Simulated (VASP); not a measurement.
Al4Cl, 5 atoms in the cell. The structure is cubic, space group Pm-3m (No. 221). Conventional cell: a = 5.081 Å, b = 5.081 Å, c = 5.081 Å, α = 90.00°, β = 90.00°, γ = 90.00°. Within 3.4 Å of Al (site symmetry m-3m) lie 6 Al at 2.54 Å. Within 3.4 Å of Al (site symmetry 4/mmm) lie 2 Al at 2.54 Å. Cl (site symmetry m-3m) has 20 Al at 3.59 to 4.40 Å within 4.7 Å. 

| Item | Value |
| --- | --- |
| Program | VASP 6.6.1 |
| Task | single point |
| Functional | PBE |
| Potentials or basis | VASP PAW PBE potentials, release 64 (Al, Cl) |
| Cutoff | 520 eV |
| k mesh | 8 × 8 × 8 |
| Occupations | gaussian, width 0.1 eV |
| Spin | no spin polarisation |
| Dipole correction | no |
| Further INCAR settings | ALGO = Normal; EDIFF = 1e-06; NBANDS = 18 |

Potentials or basis: VASP PAW PBE potentials, release 64 (Al, Cl).

Launch:

```console
$ cat potpaw_PBE.64/Al/POTCAR potpaw_PBE.64/Cl/POTCAR > POTCAR
$ mpirun -np 1 vasp_std > vasp.out
```

Hardware: 1 thread of AMD EPYC 9R45 96-Core Processor (Zen 5), with other jobs on the host.

Q: Estimate the wall time of this run.

A: Wall time 40 s on 1 thread of AMD EPYC 9R45 96-Core Processor (Zen 5) (shared host), peak memory 0.23 GiB. Counts: scf iterations 13, k points 35.
